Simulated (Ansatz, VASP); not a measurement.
Two plane-wave programs on Si2W

```
CELL_PARAMETERS angstrom
0.00000 -3.21129 0.00000
-3.21129 0.00000 0.00000
0.00000 0.00000 -7.80462
ATOMIC_POSITIONS crystal
Si 0.00000 0.00000 0.66518
Si 0.50000 0.50000 0.16518
Si 0.00000 0.00000 0.33482
Si 0.50000 0.50000 0.83482
W 0.50000 0.50000 0.50000
W 0.00000 0.00000 0.00000
```

Alike in both runs: task single point; functional r2SCAN; k mesh 10 × 10 × 6; occupations gaussian, width 0.15 eV; no spin polarisation.

|  | VASP | Ansatz |
| --- | --- | --- |
| version | VASP 6.6.1 | Ansatz 0.2.0 |
| potentials or method | VASP PAW PBE potentials, release 64 (Si, W_sv), cutoff 520 eV | scalar-relativistic, plane waves, PAW |
| valence electrons in the cell | 44 | 44 |

VASP gave:

- gap on the k mesh at the Fermi level (eV): none
- pressure (GPa): 0.3
- traceless stress, the component that is largest in VASP (GPa): -0.34
- rms of the force components (eV/Å): 0.008

Task: Which values does Ansatz return?

Result: gap on the k mesh at the Fermi level (eV): none; pressure (GPa): 0.0; traceless stress, the component that is largest in VASP (GPa): -0.16; rms of the force components (eV/Å): 0.012.

VASP's potentials were made for PBE, not for r2SCAN. Atom by atom the forces differ by 0.004 eV/Å (rms over components). A gap of «none» marks a metal or a gap that the smearing closes.

Neither program's run includes spin-orbit coupling.
